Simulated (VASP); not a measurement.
A run of VASP 6.6.1 is set up as follows.

Contents of INCAR:

```
ALGO = Normal ; EDIFF = 1E-7
ENCUT = 520 ; GGA = PE
ISIF = 2 ; ISMEAR = -1
LASPH = True ; LCHARG = False
LREAL = False ; LWAVE = False
NBANDS = 20 ; NELM = 80
PREC = Accurate ; SIGMA = 0.08
```

File KPOINTS:

```
k-points
0
Gamma
  14 14 8
```

File POSCAR:

```
Tc
1.0
    2.7182135393      0.0000000000      0.0000000000
   -1.3591067697      2.3540419780      0.0000000000
    0.0000000000      0.0000000000      4.3654059193
Tc
2
Direct
    0.3333333333      0.6666666667      0.2500000000
    0.6666666667      0.3333333333      0.7500000000
```

Potentials or basis: VASP PAW PBE potentials, release 64 (Tc_pv).

Run with:

```console
$ cat potpaw_PBE.64/Tc_pv/POTCAR > POTCAR
$ mpirun -np 1 vasp_std > vasp.out
```

What does it give for the band gap on the k mesh?

Zero (bands 13 and 14 overlap by 3.48 eV).

Estimate the pressure.

10.1 GPa.

Stress tensor (GPa, compression positive):
```
10.61  0.00  0.00
 0.00 10.61  0.00
 0.00  0.00  9.01
```

Caveat: the cell stands under pressure.
